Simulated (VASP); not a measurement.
Crystal: SiNi.

```
Si Ni
1.0
     4.49678    0.00000    0.00000
     0.00000    4.49678    0.00000
     0.00000    0.00000    4.49678
Si Ni
4 4
Direct
  0.86010 0.86010 0.86010
  0.63990 0.13990 0.36010
  0.36010 0.63990 0.13990
  0.13990 0.36010 0.63990
  0.14700 0.14700 0.14700
  0.35300 0.85300 0.64700
  0.64700 0.35300 0.85300
  0.85300 0.64700 0.35300
```

- Program: VASP 6.6.1
- Task: relaxation of cell and atoms
- Functional: PBEsol
- Potentials or basis: VASP PAW PBE potentials, release 64 (Si, Ni)
- Cutoff: 600 eV
- k mesh: 7 × 7 × 7
- Occupations: fermi-dirac, width 0.1 eV
- Spin: collinear spin, ferromagnetic start
- Starting moments: [0.0, 0.0, 0.0, 0.0, 1.0, 1.0, 1.0, 1.0] μB

At the start: pressure -2.4 GPa; volume 11.37 Å³/atom.

Problem. Where does the relaxation end?

Solution. Over 16 steps the energy falls by 33.6 meV/atom and the volume is 11.17 Å³/atom (-1.8 %); space group P2_13 (No. 198, to 0.1 Å) before and after; moment 0.00 μB per cell.

The path:
```
step  energy change (eV)  largest force (eV/Å)  pressure (GPa)  volume (Å³)
   1              0.0000                1.1656           -2.39        90.93
   2             -0.2127                0.5476            1.48        88.72
   3             -0.2389                0.2179            3.95        87.60
   4             -0.2515                0.1043           -2.87        90.67
   5             -0.2671                0.0620           -0.12        89.33
   6             -0.2671                0.0614           -0.02        89.30
   7             -0.2679                0.0456            0.00        89.27
   8             -0.2686                0.0153            0.28        89.22
   9             -0.2682                0.0115           -0.58        89.57
  10             -0.2687                0.0142           -0.02        89.32
  11             -0.2687                0.0142           -0.04        89.32
  12             -0.2686                0.0148            0.08        89.27
  13             -0.2687                0.0143           -0.01        89.31
  14             -0.2687                0.0143            0.04        89.31
  15             -0.2687                0.0142            0.04        89.32
  16             -0.2687                0.0046            0.04        89.33
```

Final structure:
```
CELL_PARAMETERS angstrom
4.47020 0.00000 0.00000
0.00000 4.47020 0.00000
0.00000 0.00000 4.47020
ATOMIC_POSITIONS crystal
Si 0.84643 0.84643 0.84643
Si 0.65357 0.15357 0.34643
Si 0.34643 0.65357 0.15357
Si 0.15357 0.34643 0.65357
Ni 0.14908 0.14908 0.14908
Ni 0.35092 0.85092 0.64908
Ni 0.64908 0.35092 0.85092
Ni 0.85092 0.64908 0.35092
```

Caveat: the moments typed at the start vanished in this run; the PAW data sets were made with another functional, which shifts forces and pressure a little.
